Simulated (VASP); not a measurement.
# Br (P6_3/mmc) in VASP: a series of runs

Runs on Br. Level: PBE. Tasks: relaxation of cell and atoms.

Everything below comes from runs of VASP 6.6.1. Logs are shortened: lines on timing, memory, paths and dates and some standing lists are left out, and cuts for length are marked.

## 1. The cell of the first run

The structure is hexagonal, space group P6_3/mmc (No. 194). The conventional cell has a = 3.330 Å, b = 3.330 Å, c = 5.438 Å, α = 90.00°, β = 90.00°, γ = 120.00°. Br (site symmetry -6m2) has 12 Br at 3.33 Å within 4.4 Å.

## 2. Relaxation of cell and atoms, PBE, target pressure 40 GPa, at which the enthalpy is minimised

File INCAR:

```
SYSTEM = Br
ALGO = Normal
EDIFF = 1E-6
EDIFFG = -0.01
ENCUT = 600
GGA = PE
IBRION = 2
ISIF = 3
ISMEAR = -1
LASPH = .TRUE.
LCHARG = .FALSE.
LREAL = .FALSE.
LWAVE = .FALSE.
NELM = 60
NSW = 80
PREC = Accurate
PSTRESS = 400.0
SIGMA = 0.02
```

File KPOINTS:

```
k-points
0
G
  16 16 9
  0 0 0
```

File POSCAR:

```
Br
1.0
    3.3300000000      0.0000000000      0.0000000000
   -1.6650000000      2.8838645946      0.0000000000
    0.0000000000      0.0000000000      5.4378900000
Br
2
Direct
    0.3333333333      0.6666666667      0.2500000000
    0.6666666667      0.3333333333      0.7500000000
```

Potentials or basis: VASP PAW PBE potentials, release 64 (Br).

Launch:

```sh
$ cat potpaw_PBE.64/Br/POTCAR > POTCAR
$ mpirun -np 1 vasp_std > vasp.out
```

OUTCAR:

```text
SYSTEM = Br
   EDIFF = 1E-6
   EDIFFG = -0.01
   ENCUT = 600
   GGA = PE
   IBRION = 2
   ISIF = 3
   ISMEAR = -1
   LASPH = .TRUE.
   LREAL = .FALSE.
   NELM = 60
   NSW = 80
   PREC = Accurate
   PSTRESS = 400.0

 ion  position               nearest neighbor table
   1  0.333  0.667  0.250-
   2  0.667  0.333  0.750-

  LATTYP: Found a hexagonal cell.
 ALAT       =     3.3300000000
 C/A-ratio  =     1.6330000000

  Lattice vectors:

 A1 = (   3.3300000000,   0.0000000000,   0.0000000000)
 A2 = (  -1.6650000000,   2.8838645946,   0.0000000000)
 A3 = (   0.0000000000,   0.0000000000,   5.4378900000)

Analysis of symmetry for initial positions (statically):
=====================================================================
 Subroutine PRICEL returns:
 Original cell was already a primitive cell.

 Routine SETGRP: Setting up the symmetry group for a
 hexagonal supercell.

 Subroutine GETGRP returns: Found 24 space group operations
 (whereof 12 operations were pure point group operations)
 out of a pool of 24 trial point group operations.

The static configuration has the point symmetry D_3d.
 The point group associated with its full space group is D_6h.

Analysis of symmetry for dynamics (positions and initial velocities):
=====================================================================
 Subroutine PRICEL returns:
 Original cell was already a primitive cell.

 Routine SETGRP: Setting up the symmetry group for a
 hexagonal supercell.

 Subroutine GETGRP returns: Found 24 space group operations
 (whereof 12 operations were pure point group operations)
 out of a pool of 24 trial point group operations.

The dynamic configuration has the point symmetry D_3d.
 The point group associated with its full space group is D_6h.

 Subroutine INISYM returns: Found 24 space group operations
 (whereof 12 operations are pure point group operations),
 and found     1 'primitive' translations

----------------------------------------------------------------------------------------

                                     Primitive cell

  volume of cell :      52.2215

  direct lattice vectors                    reciprocal lattice vectors
     3.330000000  0.000000000  0.000000000     0.300300300  0.173378459  0.000000000
    -1.665000000  2.883864595  0.000000000     0.000000000  0.346756918  0.000000000
     0.000000000  0.000000000  5.437890000     0.000000000  0.000000000  0.183894856

  length of vectors
     3.330000000  3.330000000  5.437890000     0.346756918  0.346756918  0.183894856

  position of ions in fractional coordinates (direct lattice)
     0.333333333  0.666666667  0.250000000
     0.666666667  0.333333333  0.750000000

  ion indices of the primitive-cell ions
   primitive index   ion index
                 1           1
                 2           2

----------------------------------------------------------------------------------------

 KPOINTS: k-points

Automatic generation of k-mesh.
 Grid dimensions read from file:
 generate k-points for:   16   16    9

 Generating k-lattice:

  Cartesian coordinates                     Fractional coordinates (reciprocal lattice)
     0.018768769  0.010836154  0.000000000     0.062500000 -0.000000000  0.000000000
     0.000000000  0.021672307  0.000000000     0.000000000  0.062500000  0.000000000
     0.000000000  0.000000000  0.020432762     0.000000000  0.000000000  0.111111111

  Length of vectors
     0.021672307  0.021672307  0.020432762

  Shift w.r.t. Gamma in fractional coordinates (k-lattice)
     0.000000000  0.000000000  0.000000000

 Subroutine IBZKPT returns following result:
 ===========================================

 Found    150 irreducible k-points:

 Following reciprocal coordinates:
            Coordinates               Weight
  0.000000  0.000000  0.000000      1.000000
  0.062500  0.000000  0.000000      6.000000
  0.125000  0.000000  0.000000      6.000000
  0.187500  0.000000  0.000000      6.000000
  0.250000  0.000000  0.000000      6.000000
  0.312500  0.000000  0.000000      6.000000
[... 16 lines left out ...]
  0.187500  0.187500  0.000000      6.000000
  0.250000  0.187500  0.000000     12.000000
 [... further k-points ...]
   k-points           NKPTS =    150   k-points in BZ     NKDIM =    150   number of bands    NBANDS=     11
   number of dos      NEDOS =    301   number of ions     NIONS =      2
   total plane-waves  NPLWV =  37632
   dimension x,y,z NGX =    28 NGY =   28 NGZ =   48
   dimension x,y,z NGXF=    56 NGYF=   56 NGZF=   96
   ions per type =               2
   NGX,Y,Z   is equivalent  to a cutoff of  13.98, 13.98, 14.67 a.u.
   NGXF,Y,Z  is equivalent  to a cutoff of  27.96, 27.96, 29.35 a.u.
 SYSTEM =  Br
   PREC   = accura    normal or accurate (medium, high low for compatibility)
   ISTART =      0    job   : 0-new  1-cont  2-samecut
   ICHARG =      2    charge: 1-file 2-atom 10-const
   ISPIN  =      1    spin polarized calculation?
   LNONCOLLINEAR =      F non collinear calculations
   LSORBIT =      F    spin-orbit coupling
   LASPH  =      T    aspherical Exc in radial PAW
   ENCUT  =  600.0 eV  44.10 Ry    6.64 a.u.   6.65  6.65 10.86*2*pi/ulx,y,z
   NELM   =     60;   NELMIN=  2; NELMDL= -5     # of ELM steps
   EDIFF  = 0.1E-05   stopping-criterion for ELM
   LREAL  =      F    real-space projection
   EDIFFG = -.1E-01   stopping-criterion for IOM
   NSW    =     80    number of steps for IOM
   IBRION =      2    ionic relax: 0-MD 1-quasi-New 2-CG
   NFREE  =      1    steps in history (QN), initial steepest desc. (CG)
   ISIF   =      3    stress and relaxation
   ISYM   =      2    0-nonsym 1-usesym 2-fastsym
   POTIM  = 0.5000    time-step for ionic-motion
   TEBEG  =    0.0;   TEEND  =   0.0 temperature during run
   PSTRESS=  400.0 pullay stress
   NELECT =      14.0000    total number of electrons
   NUPDOWN=      -1.0000    fix difference up-down
   EMIN   =  10.00;   EMAX   =-10.00  energy-range for DOS
   EFERMI =   0.00;   METHOD = LEGACY
   ISMEAR =    -1;   SIGMA  =   0.02  broadening in eV -4-tet -1-fermi 0-gaus
   EFERMI_NEDOS =   21; number of points for ismear=-14 and -15
   IALGO  =     38    algorithm
   IMIX   =      4    mixing-type and parameters
     AMIX     =   0.40;   BMIX     =  1.00
     AMIX_MAG =   1.60;   BMIX_MAG =  1.00
  volume/ion in A,a.u.               =      26.11       176.20
  Fermi-wavevector in a.u.,A,eV,Ry     =   1.055604  1.994802 15.160968  1.114300
  Thomas-Fermi vector in A             =   2.190808
   LORBIT       =      0    0 simple, 1 ext, 2 COOP (PROOUT), +10 PAW based schemes
   GGA     = PE    functional components
   LHFCALC =     F    Hartree Fock is set to
   AEXX    =    0.0000 exact exchange contribution
   IVDW    =     0    specifies the selected vdW correction
   LEPSILON=     F    determine dielectric tensor
   LRPA    =     F    only Hartree local field effects (RPA)
 conjugate gradient relaxation of ions
 non-spin polarized calculation
  energy-cutoff  :      600.00
  volume of cell :       52.22
 maximum number of plane-waves:      1774
 NGX is ok and might be reduce to    28
   NGX = 13   NGY = 13   NGZ = 21

--------------------------------------- Ionic step        1  -------------------------------------------

 number of electron      13.9999999 magnetization

 Free energy of the ion-electron system (eV)
  ---------------------------------------------------
  ext. energy  EPLUGINS =         0.00000000
  ---------------------------------------------------
  free energy    TOTEN  =        -1.89407731 eV

  energy without entropy =       -1.88765400  energy(sigma->0) =       -1.89086565

 E-fermi :   1.6176     XC(G=0):  -9.3559

 val. band max:        1.6144273732   @ k =   0.3750   0.1875   0.4444
 cond. band min:       1.6177837497   @ k =   0.2500   0.2500   0.4444
 fundamental gap:      0.0033563765
 Fermi energy:         1.6175721978

 k-point     1 :       0.0000    0.0000    0.0000
  band No.  band energies     occupation
      1     -13.6880      2.00000
      2     -12.2862      2.00000
      3      -2.9199      2.00000
      4       1.8596      0.00001
      5       1.8596      0.00001
      6       2.5050      0.00000
      7       2.5050      0.00000
      8       2.5436      0.00000
      9       9.6755      0.00000
     10       9.9445      0.00000
     11      13.9458      0.00000
[... 309 lines left out ...]
 k-point    24 :       0.2500    0.1875    0.0000
  band No.  band energies     occupation
      1     -12.5591      2.00000
      2     -11.8054      2.00000
      3      -1.5528      2.00000
      4      -1.2309      2.00000
      5      -1.1796      2.00000
      6       0.2509      2.00000
      7       1.0957      2.00000
      8       1.4193      1.99990
      9      10.2408      0.00000
     10      11.4649      0.00000
     11      12.5831      0.00000

 [... further k-points ...]

------------------------ aborting loop because EDIFF is reached ----------------------------------------

  FORCE on cell =-STRESS in cart. coord.  units (eV):
  Direction    XX          YY          ZZ          XY          YZ          ZX
  --------------------------------------------------------------------------------------
  -------------------------------------------------------------------------------------
  Total        0.1751280      0.1751280      0.2620554      0.0000000     -0.0000000      0.0000000
  in kB        5.3729970      5.3729970      8.0399646      0.0000000     -0.0000000      0.0000000
  external PRESSURE =    -393.7380138 kB  Pullay stress =     400.0000000 kB
[... 25 lines left out ...]
--------------------------------------- Ionic step        2  -------------------------------------------

 number of electron      14.0000000 magnetization

 E-fermi :  21.9348     XC(G=0): -15.1520

 val. band max:       21.9272218326   @ k =   0.3750   0.0000   0.3333
 cond. band min:      21.9405056186   @ k =   0.1250   0.1250   0.3333
 fundamental gap:      0.0132837861
 Fermi energy:        21.9348012906

 k-point     1 :       0.0000    0.0000    0.0000
  band No.  band energies     occupation
      1      -9.0829      2.00000
      2       0.3382      2.00000
      3       2.9494      2.00000
      4      24.2066      0.00000
      5      24.2066      0.00000
      6      27.4828      0.00000
      7      27.4828      0.00000
      8      28.3878      0.00000
      9      32.4413      0.00000
     10      32.7393      0.00000
     11      34.8590      0.00000
[... 309 lines left out ...]
 k-point    24 :       0.2500    0.1875    0.0000
  band No.  band energies     occupation
      1      -3.6406      2.00000
      2       5.3154      2.00000
      3       8.2701      2.00000
      4       8.3982      2.00000
      5      11.0816      2.00000
      6      17.2214      2.00000
      7      19.1719      2.00000
      8      19.4491      2.00000
      9      24.9732      0.00000
     10      32.2097      0.00000
     11      36.3486      0.00000

 [... further k-points ...]

------------------------ aborting loop because EDIFF is reached ----------------------------------------

  FORCE on cell =-STRESS in cart. coord.  units (eV):
  Direction    XX          YY          ZZ          XY          YZ          ZX
  --------------------------------------------------------------------------------------
  -------------------------------------------------------------------------------------
  Total       50.1056087     50.1056087     53.5456724      0.0000000      0.0000000      0.0000000
  in kB     4670.6192098   4670.6192098   4991.2864593      0.0000000      0.0000000      0.0000000
  external PRESSURE =    4377.5082930 kB  Pullay stress =     400.0000000 kB
[... 59 lines left out ...]
  energy  without entropy=       -0.9526553351  energy(sigma->0) =       -0.95412444

  enthalpy is  TOTEN    =         8.2463499819 eV   P V=        9.2019435231

[... ionic steps 4 to 12 ...]

--------------------------------------- Ionic step       13  -------------------------------------------

 number of electron      13.9999998 magnetization

------------------------ aborting loop because EDIFF is reached ----------------------------------------
[... 71 lines left out ...]
--------------------------------------- Ionic step       15  -------------------------------------------

 number of electron      13.9999999 magnetization

 Free energy of the ion-electron system (eV)
  ---------------------------------------------------
  ext. energy  EPLUGINS =         0.00000000
  ---------------------------------------------------
  free energy    TOTEN  =        -0.45135077 eV

  energy without entropy =       -0.44928764  energy(sigma->0) =       -0.45031920

 E-fermi :   7.1817     XC(G=0): -11.4394

 val. band max:        7.1777588099   @ k =   0.1875   0.1250   0.3333
 cond. band min:       7.1943414557   @ k =   0.3125   0.0000   0.1111
 fundamental gap:      0.0165826458
 Fermi energy:         7.1816778849

 k-point     1 :       0.0000    0.0000    0.0000
  band No.  band energies     occupation
      1     -11.9329      2.00000
      2      -9.5229      2.00000
      3      -1.1725      2.00000
      4       7.7541      0.00000
      5       9.0627      0.00000
      6       9.0627      0.00000
      7       9.8953      0.00000
      8       9.8953      0.00000
      9      16.5243      0.00000
     10      17.5728      0.00000
     11      20.0412      0.00000
[... 309 lines left out ...]
 k-point    24 :       0.2500    0.1875    0.0000
  band No.  band energies     occupation
      1      -9.0504      2.00000
      2      -7.2935      2.00000
      3       1.2520      2.00000
      4       1.9122      2.00000
      5       2.0193      2.00000
      6       4.4976      2.00000
      7       5.6730      2.00000
      8       6.8323      2.00000
      9      14.7110      0.00000
     10      17.8577      0.00000
     11      18.2470      0.00000

 [... further k-points ...]

------------------------ aborting loop because EDIFF is reached ----------------------------------------

  FORCE on cell =-STRESS in cart. coord.  units (eV):
  Direction    XX          YY          ZZ          XY          YZ          ZX
  --------------------------------------------------------------------------------------
  -------------------------------------------------------------------------------------
  Total        8.5109746      8.5109746      8.5177621     -0.0000000     -0.0000000     -0.0000000
  in kB      399.7754382    399.7754382    400.0942571     -0.0000000     -0.0000000     -0.0000000
  external PRESSURE =      -0.1182888 kB  Pullay stress =     400.0000000 kB
[... 21 lines left out ...]
  energy  without entropy=       -0.4492876374  energy(sigma->0) =       -0.45031920

  enthalpy is  TOTEN    =         8.0644046186 eV   P V=        8.5157553892

 reached required accuracy - stopping structural energy minimisation
```

Run time: 11 min. Hardware: 1 thread of AMD EPYC 7R13 (Zen 3), shared host; peak memory 0.24 GiB.

Results:

| Quantity | Value |
| --- | --- |
| Free energy | -0.4514 eV |
| Relaxed volume | 17.05 Å³/atom |
| Relaxed cell | a = 2.775 Å, b = 2.775 Å, c = 5.115 Å, α = 90.00°, β = 90.00°, γ = 120.00° |
| Space group after relaxing (to 0.1 Å) | P6_3/mmc (No. 194) |
| Energy change on relaxing (the run minimises the enthalpy) | +721.4 meV/atom |
| Ionic steps | 15 |
| Pressure after relaxing | 40.0 GPa |
| Band gap on the k mesh | zero (bands 7 and 8 overlap by 4.81 eV) |

The path:
| step | energy change (eV) | largest force (eV/Å) | pressure (GPa) | volume (Å³) |
| --- | --- | --- | --- | --- |
| 1 | 0.0000 | 0.0000 | 0.63 | 52.22 |
| 2 | 18.9446 | 0.0000 | 477.75 | 17.19 |
| 3 | 0.9385 | 0.0000 | 26.51 | 36.86 |
| 4 | 1.2184 | 0.0000 | 32.77 | 35.34 |
| 5 | 1.5609 | 0.0000 | 40.34 | 33.83 |
| 6 | 1.4828 | 0.0000 | 38.62 | 34.15 |
| 7 | 1.4859 | 0.0000 | 38.71 | 34.13 |
| 8 | 1.4930 | 0.0000 | 39.00 | 34.08 |
| 9 | 1.5066 | 0.0000 | 39.77 | 33.97 |
| 10 | 1.5525 | 0.0000 | 41.88 | 33.69 |
| 11 | 1.5946 | 0.0000 | 43.49 | 33.53 |
| 12 | 1.5669 | 0.0000 | 42.45 | 33.63 |
| 13 | 1.5327 | 0.0000 | 41.76 | 33.76 |
| 14 | 1.4477 | 0.0000 | 40.08 | 34.09 |
| 15 | 1.4427 | 0.0000 | 39.99 | 34.11 |

Final structure:
```yaml
crystal:
  lattice:
    - [2.77490, 0.00000, 0.00000]
    - [-1.38745, 2.40314, 0.00000]
    - [0.00000, 0.00000, 5.11502]
  atoms:
    - { symbol: Br, position: [0.33333, 0.66667, 0.25000] }
    - { symbol: Br, position: [0.66667, 0.33333, 0.75000] }
```

Levels at points of the mesh, in eV from the Fermi level:
```tsv
k point	band 4	band 5	band 6	band 7	band 8	band 9	band 10	band 11
(0.00, 0.00, 0.00)	0.57	1.88	1.88	2.71	2.71	9.34	10.39	12.86
(0.50, 0.00, 0.00)	-6.87	-4.09	-1.74	-1.15	0.64	6.32	7.43	9.37
```

Caveat: the cell is relaxed towards a set pressure, so the run minimises the enthalpy, not the energy; the volume moved by over 15 % at a fixed basis, so the end points are rough.

(Part 1 of 2 ends here.)

The gap in the log of VASP goes by the Fermi energy; the results here count the filled bands.